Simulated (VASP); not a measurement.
Crystal: CrGa3.

```
CELL_PARAMETERS angstrom
0.00000 3.25710 3.25710
3.25710 0.00000 3.25710
3.25710 3.25710 0.00000
ATOMIC_POSITIONS crystal
Ga 0.25000 0.25000 0.25000
Ga 0.75000 0.75000 0.75000
Ga 0.50000 0.50000 0.50000
Cr 0.00000 0.00000 0.00000
```

```yaml
Program: VASP 6.6.1
Task: relaxation of cell and atoms
Functional: PBE
Potentials_or_basis: VASP PAW PBE potentials, release 64 (Ga_d, Cr_pv)
Cutoff: 600 eV
k_mesh: 12 × 12 × 12
Occupations: gaussian, width 0.1 eV
Spin: no spin polarisation
```

At the start: pressure -7.4 GPa; volume 17.28 Å³/atom.

Task: Where does the relaxation end?

Result: Over 3 steps the energy falls by 46.3 meV/atom and the volume is 15.48 Å³/atom (-10.4 %); space group Fm-3m (No. 225, to 0.1 Å) before and after.

Step by step:
```
step  energy change (eV)  largest force (eV/Å)  pressure (GPa)  volume (Å³)
   1              0.0000                0.0000           -7.40        69.11
   2             -0.1839                0.0000            0.71        61.42
   3             -0.1850                0.0000            0.02        61.91
```

Final structure:
```cif
data_structure
_symmetry_space_group_name_H-M 'P 1'
_symmetry_Int_Tables_number 1
_cell_length_a 4.4403
_cell_length_b 4.4403
_cell_length_c 4.4403
_cell_angle_alpha 60.000
_cell_angle_beta 60.000
_cell_angle_gamma 60.000
_cell_volume 61.91
loop_
_atom_site_label
_atom_site_type_symbol
_atom_site_fract_x
_atom_site_fract_y
_atom_site_fract_z
_atom_site_occupancy
Ga1 Ga 0.25000 0.25000 0.25000 1
Ga2 Ga 0.75000 0.75000 0.75000 1
Ga3 Ga 0.50000 0.50000 0.50000 1
Cr1 Cr 0.00000 0.00000 0.00000 1
```

Caveat: the run has no spin polarisation, though such a crystal can be magnetic.
